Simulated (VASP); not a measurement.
Here is a VASP 6.6.1 calculation.

Contents of INCAR:

```
PREC = Accurate ; ENCUT = 520
EDIFF = 1E-6 ; ISMEAR = 0
SIGMA = 0.05 ; LREAL = False
LASPH = True ; NELM = 100
ALGO = Normal ; ISIF = 2
LWAVE = False ; LCHARG = True
GGA = PE ; LELF = True
LVHAR = True ; NBANDS = 26
```

KPOINTS

```
Automatic mesh
0
Gamma
  8 8 5
```

POSCAR

```
ZnO
1.0
    3.2695000013      0.0000000000      0.0000000000
   -1.6347500007      2.8314700588      0.0000000000
    0.0000000000      0.0000000000      5.2070000000
Zn O
2 2
Direct
    0.3333333333      0.6666666667     -0.0002850952
    0.6666666667      0.3333333333      0.4997149048
    0.3333333333      0.6666666667      0.3822850952
    0.6666666667      0.3333333333      0.8822850952
```

Potentials or basis: VASP PAW PBE potentials, release 64 (Zn, O).

Launch:

```sh
$ cat potpaw_PBE.64/Zn/POTCAR potpaw_PBE.64/O/POTCAR > POTCAR
$ mpirun -np 1 vasp_std > vasp.out
```

Estimate the band gap on the k mesh.

0.78 eV, direct.

Estimate the pressure.

4.0 GPa.

Stress tensor (GPa, compression positive):
```
3.60 0.00 0.00
0.00 3.60 0.00
0.00 0.00 4.94
```
